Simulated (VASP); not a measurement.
# InO3 (ReO3 type) (Pm-3m) in VASP: notebook

The runs below take InO3 (ReO3 type) through single point, with PBE.

Program: VASP 6.6.1. These are calculated values, not measurements. Logs are shortened: lines on timing, memory, paths and dates and some standing lists are left out, and cuts for length are marked.

## (1) The cell of the first run

Symmetry: Pm-3m, No. 221, cubic system. The conventional cell has a = 4.127 Å, b = 4.127 Å, c = 4.127 Å, α = 90.00°, β = 90.00°, γ = 90.00°. Within 2.7 Å of In (site symmetry m-3m) lie 6 O at 2.06 Å. Within 2.7 Å of O (site symmetry 4/mmm) lie 2 In at 2.06 Å.

## (2) Single point, PBE

INCAR

```
SYSTEM = InO3
ALGO = Normal
EDIFF = 1E-6
ENCUT = 520
GGA = PE
ISIF = 2
ISMEAR = -1
LASPH = .True.
LCHARG = .False.
LREAL = .False.
LWAVE = .False.
NBANDS = 24
NELM = 100
PREC = Accurate
SIGMA = 0.06122561905347299
```

KPOINTS

```
k-points
0
Gamma
  9 9 9
  0 0 0
```

POSCAR

```
InO3
1.0
    4.1265418114      0.0000000000      0.0000000000
    0.0000000000      4.1265418114      0.0000000000
    0.0000000000      0.0000000000      4.1265418114
In O
1 3
Direct
    0.0000000000      0.0000000000      0.0000000000
    0.5000000000      0.0000000000      0.0000000000
    0.0000000000      0.5000000000      0.0000000000
    0.0000000000      0.0000000000      0.5000000000
```

Potentials or basis: VASP PAW PBE potentials, release 64 (In_d, O).

The run is started by

```sh
cat potpaw_PBE.64/In_d/POTCAR potpaw_PBE.64/O/POTCAR > POTCAR
mpirun -np 1 vasp_std > vasp.out
```

OUTCAR:

```text
SYSTEM = InO3
   EDIFF = 1E-6
   ENCUT = 520
   GGA = PE
   ISIF = 2
   ISMEAR = -1
   LASPH = .True.
   LREAL = .False.
   NELM = 100
   PREC = Accurate

 ion  position               nearest neighbor table
   1  0.000  0.000  0.000-   2 2.06   3 2.06   4 2.06   4 2.06   3 2.06   2 2.06
   2  0.500  0.000  0.000-   1 2.06   1 2.06
   3  0.000  0.500  0.000-   1 2.06   1 2.06
   4  0.000  0.000  0.500-   1 2.06   1 2.06

  LATTYP: Found a simple cubic cell.
 ALAT       =     4.1265418114

  Lattice vectors:

 A1 = (   4.1265418114,   0.0000000000,   0.0000000000)
 A2 = (   0.0000000000,   4.1265418114,   0.0000000000)
 A3 = (   0.0000000000,   0.0000000000,   4.1265418114)

Analysis of symmetry for initial positions (statically):
=====================================================================
 Subroutine PRICEL returns:
 Original cell was already a primitive cell.

 Routine SETGRP: Setting up the symmetry group for a
 simple cubic supercell.

 Subroutine GETGRP returns: Found 48 space group operations
 (whereof 48 operations were pure point group operations)
 out of a pool of 48 trial point group operations.

The static configuration has the point symmetry O_h .

Analysis of symmetry for dynamics (positions and initial velocities):
=====================================================================
 Subroutine PRICEL returns:
 Original cell was already a primitive cell.

 Routine SETGRP: Setting up the symmetry group for a
 simple cubic supercell.

 Subroutine GETGRP returns: Found 48 space group operations
 (whereof 48 operations were pure point group operations)
 out of a pool of 48 trial point group operations.

The dynamic configuration has the point symmetry O_h .

 Subroutine INISYM returns: Found 48 space group operations
 (whereof 48 operations are pure point group operations),
 and found     1 'primitive' translations

----------------------------------------------------------------------------------------

                                     Primitive cell

  volume of cell :      70.2682

  direct lattice vectors                    reciprocal lattice vectors
     4.126541811  0.000000000  0.000000000     0.242333665  0.000000000  0.000000000
     0.000000000  4.126541811  0.000000000     0.000000000  0.242333665  0.000000000
     0.000000000  0.000000000  4.126541811     0.000000000  0.000000000  0.242333665

  length of vectors
[... 84 lines left out ...]
   ENCUT  =  520.0 eV  38.22 Ry    6.18 a.u.   7.67  7.67  7.67*2*pi/ulx,y,z
   NELM   =    100;   NELMIN=  2; NELMDL= -5     # of ELM steps
   EDIFF  = 0.1E-05   stopping-criterion for ELM
   LREAL  =      F    real-space projection
   EDIFFG = 0.1E-04   stopping-criterion for IOM
   NSW    =      0    number of steps for IOM
   IBRION =     -1    ionic relax: 0-MD 1-quasi-New 2-CG
   NFREE  =      0    steps in history (QN), initial steepest desc. (CG)
   ISIF   =      2    stress and relaxation
   ISYM   =      2    0-nonsym 1-usesym 2-fastsym
   POTIM  = 0.5000    time-step for ionic-motion
   TEBEG  =    0.0;   TEEND  =   0.0 temperature during run
   PSTRESS=    0.0 pullay stress
   NELECT =      31.0000    total number of electrons
   NUPDOWN=      -1.0000    fix difference up-down
   EMIN   =  10.00;   EMAX   =-10.00  energy-range for DOS
   EFERMI =   0.00;   METHOD = LEGACY
   ISMEAR =    -1;   SIGMA  =   0.06  broadening in eV -4-tet -1-fermi 0-gaus
   EFERMI_NEDOS =   21; number of points for ismear=-14 and -15
   IALGO  =     38    algorithm
   IMIX   =      4    mixing-type and parameters
     AMIX     =   0.40;   BMIX     =  1.00
     AMIX_MAG =   1.60;   BMIX_MAG =  1.00
  volume/ion in A,a.u.               =      17.57       118.55
  Fermi-wavevector in a.u.,A,eV,Ry     =   1.246261  2.355093 21.132127  1.553167
  Thomas-Fermi vector in A             =   2.380447
   LORBIT       =      0    0 simple, 1 ext, 2 COOP (PROOUT), +10 PAW based schemes
   GGA     = PE    functional components
   LHFCALC =     F    Hartree Fock is set to
   AEXX    =    0.0000 exact exchange contribution
   IVDW    =     0    specifies the selected vdW correction
   LEPSILON=     F    determine dielectric tensor
   LRPA    =     F    only Hartree local field effects (RPA)
 non-spin polarized calculation
  energy-cutoff  :      520.00
  volume of cell :       70.27
 maximum number of plane-waves:      1916
 NGX is ok and might be reduce to    32
   NGX = 15   NGY = 15   NGZ = 15

 number of electron      31.0000003 magnetization

 Free energy of the ion-electron system (eV)
  ---------------------------------------------------
  ext. energy  EPLUGINS =         0.00000000
  ---------------------------------------------------
  free energy    TOTEN  =       -16.15387299 eV

  energy without entropy =      -16.05690487  energy(sigma->0) =      -16.10538893

 E-fermi :  -0.8830     XC(G=0):  -8.4056

 val. band max:       -0.9432881561   @ k =   0.3333   0.3333   0.0000
 cond. band min:      -0.8815357361   @ k =   0.4444   0.2222   0.2222
 fundamental gap:      0.0617524200
 Fermi energy:        -0.8829930772

 k-point     1 :       0.0000    0.0000    0.0000
  band No.  band energies     occupation
      1     -17.9028      2.00000
      2     -17.4626      2.00000
      3     -17.4626      2.00000
      4     -12.3954      2.00000
      5     -12.3954      2.00000
      6     -12.3954      2.00000
[... 637 lines left out ...]
     23      13.6238      0.00000
     24      13.9491      0.00000

 [... further k-points ...]

------------------------ aborting loop because EDIFF is reached ----------------------------------------

  FORCE on cell =-STRESS in cart. coord.  units (eV):
  Direction    XX          YY          ZZ          XY          YZ          ZX
  --------------------------------------------------------------------------------------
  -------------------------------------------------------------------------------------
  Total        2.1304142      2.1304142      2.1304142      0.0000000      0.0000000      0.0000000
  in kB       48.5753434     48.5753434     48.5753434      0.0000000      0.0000000      0.0000000
  external PRESSURE =      48.5753434 kB  Pullay stress =       0.0000000 kB

 VOLUME and BASIS-vectors are now :
 -----------------------------------------------------------------------------
  energy-cutoff  :      520.00
  volume of cell :       70.27
      direct lattice vectors                 reciprocal lattice vectors
     4.126541811  0.000000000  0.000000000     0.242333665  0.000000000  0.000000000
     0.000000000  4.126541811  0.000000000     0.000000000  0.242333665  0.000000000
     0.000000000  0.000000000  4.126541811     0.000000000  0.000000000  0.242333665

 POSITION                                       TOTAL-FORCE (eV/Angst)
 -----------------------------------------------------------------------------------
      0.00000      0.00000      0.00000         0.000000      0.000000      0.000000
      2.06327      0.00000      0.00000         0.000000      0.000000      0.000000
      0.00000      2.06327      0.00000         0.000000      0.000000      0.000000
      0.00000      0.00000      2.06327         0.000000      0.000000      0.000000
 -----------------------------------------------------------------------------------
    total drift:                                0.000000      0.000000     -0.000000

  FREE ENERGIE OF THE ION-ELECTRON SYSTEM (eV)
  ---------------------------------------------------
  free  energy   TOTEN  =       -16.1538729904 eV

  energy  without entropy=      -16.0569048703  energy(sigma->0) =      -16.10538893
```

stdout:

```text
POSCAR found type information on POSCAR InO
 POSCAR found :  2 types and       4 ions
 scaLAPACK will be used
 LDA part: xc-table for (Slater+PW92), standard interpolation
 POSCAR, INCAR and KPOINTS ok, starting setup
 FFT: planning ... GRIDC
 FFT: planning ... GRID_SOFT
 FFT: planning ... GRID
 WAVECAR not read
 entering main loop
```

Run time: 54 s. Hardware: 1 thread of Intel Xeon 8259CL, shared host; peak memory 0.2 GiB.

What came out:

| Property | Result |
| --- | --- |
| Free energy | -16.1539 eV |
| Pressure | 4.9 GPa |
| Band gap on the k mesh | zero (an odd number of electrons rules out a gap without spin polarisation) |

Caveat: the cell stands under pressure; spin-orbit coupling is left out, which moves the levels of the heavy elements; an odd number of electrons without spin polarisation forces a metal; a magnetic or distorted state may lie lower.

## (3) Single point, PBE

This run uses another cell than the first one, of 17.94 Å³/atom.

INCAR

```
ALGO = Normal
EDIFF = 1E-6
ENCUT = 520
GGA = PE
ISIF = 2
ISMEAR = -1
LASPH = True
LCHARG = False
LREAL = False
LWAVE = False
NBANDS = 24
NELM = 100
PREC = Accurate
SIGMA = 0.06122561905347299
```

KPOINTS

```
k-points
0
Gamma
  9 9 9
```

POSCAR

```
InO3
1.0
    4.1556029224      0.0000000000      0.0000000000
    0.0000000000      4.1556029224      0.0000000000
    0.0000000000      0.0000000000      4.1556029224
In O
1 3
Direct
    0.0000000000      0.0000000000      0.0000000000
    0.5000000000      0.0000000000      0.0000000000
    0.0000000000      0.5000000000      0.0000000000
    0.0000000000      0.0000000000      0.5000000000
```

Potentials or basis: VASP PAW PBE potentials, release 64 (In_d, O).

The run is started by

```sh
cat potpaw_PBE.64/In_d/POTCAR potpaw_PBE.64/O/POTCAR > POTCAR
mpirun -np 1 vasp_std > vasp.out
```

Wall time 58 s (1 thread of Intel Xeon 8259CL, shared host); peak memory 0.2 GiB.

Results (log left out):

| Quantity | Value |
| --- | --- |
| Free energy | -16.1926 eV |
| Pressure | 3.1 GPa |
| Band gap on the k mesh | zero (an odd number of electrons rules out a gap without spin polarisation) |

Levels at points of the mesh, in eV from the Fermi level:
```csv
k point,band 12,band 13,band 14,band 15,band 16,band 17,band 18,band 19,band 20,band 21
"(0.00, 0.00, 0.00)",-0.29,-0.29,-0.29,-0.27,-0.27,-0.27,4.25,8.72,14.31,14.31
```

Caveat: the cell stands under pressure; spin-orbit coupling is left out, which moves the levels of the heavy elements; an odd number of electrons without spin polarisation forces a metal; a magnetic or distorted state may lie lower.

## (4) Single point, PBE

This run uses another cell than the first one, of 17.94 Å³/atom.

INCAR

```
SYSTEM = InO3
  ALGO = Normal
  EDIFF = 1E-7
  ENCUT = 520
  GGA = PE
  ISIF = 2
  ISMEAR = -1
  LASPH = .TRUE.
  LCHARG = .FALSE.
  LREAL = .FALSE.
  LWAVE = .FALSE.
  NBANDS = 24
  NELM = 80
  PREC = Accurate
  SIGMA = 0.06122561905347299
```

KPOINTS

```
k-points
0
G
  9 9 9
  0 0 0
```

POSCAR is that of step 3.

The run is started by

```sh
cat potpaw_PBE.64/In_d/POTCAR potpaw_PBE.64/O/POTCAR > POTCAR
mpirun -np 1 vasp_std > vasp.out
```

It took 55 s on 1 thread of Intel Xeon 8259CL, shared host; peak memory 0.2 GiB.

The run converged. Its results:

```
Free energy            : -16.1926 eV
Pressure               : 3.1 GPa
Band gap on the k mesh : zero (an odd number of electrons rules out a gap without spin polarisation)
```

Levels at points of the mesh, in eV from the Fermi level:
```tsv
k point	band 13	band 14	band 15	band 16	band 17	band 18	band 19	band 20
(0.00, 0.00, 0.00)	-0.29	-0.29	-0.27	-0.27	-0.27	4.25	8.72	14.31
```

Caveat: the cell stands under pressure; spin-orbit coupling is left out, which moves the levels of the heavy elements; an odd number of electrons without spin polarisation forces a metal; a magnetic or distorted state may lie lower.
